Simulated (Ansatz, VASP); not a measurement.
**NaH in VASP and in Ansatz**

```
CELL_PARAMETERS angstrom
0.00000 2.40469 2.45326
2.40469 0.00000 2.45326
2.40469 2.40469 0.00000
ATOMIC_POSITIONS crystal
Na 0.00000 0.00000 0.00000
H 0.50000 0.50000 0.50000
```

Alike in both runs: task single point; functional r2SCAN; k mesh 10 × 10 × 10; occupations fermi-dirac, width 0.2 eV; no spin polarisation.

|  | VASP | Ansatz |
| --- | --- | --- |
| version | VASP 6.6.1 | Ansatz 0.2.0 |
| potentials or method | VASP PAW PBE potentials, release 64 (Na_pv, H), cutoff 520 eV | scalar-relativistic, plane waves, PAW |
| valence electrons in the cell | 8 | 10 |

Ansatz gave:

- gap on the k mesh at the Fermi level (eV): 4.35
- least direct gap on the mesh (eV): 5.20
- pressure (GPa): -0.7
- traceless stress, the component that is largest in VASP (GPa): -0.42

Question: What did VASP give for the same quantities?

Answer: gap on the k mesh at the Fermi level (eV): 4.36; least direct gap on the mesh (eV): 5.19; pressure (GPa): -0.8; traceless stress, the component that is largest in VASP (GPa): -0.41.

VASP's potentials were made for PBE, not for r2SCAN. VASP's potentials hold 8 valence electrons a cell and Ansatz's 10, so a difference there can come from the potentials and not from the codes.
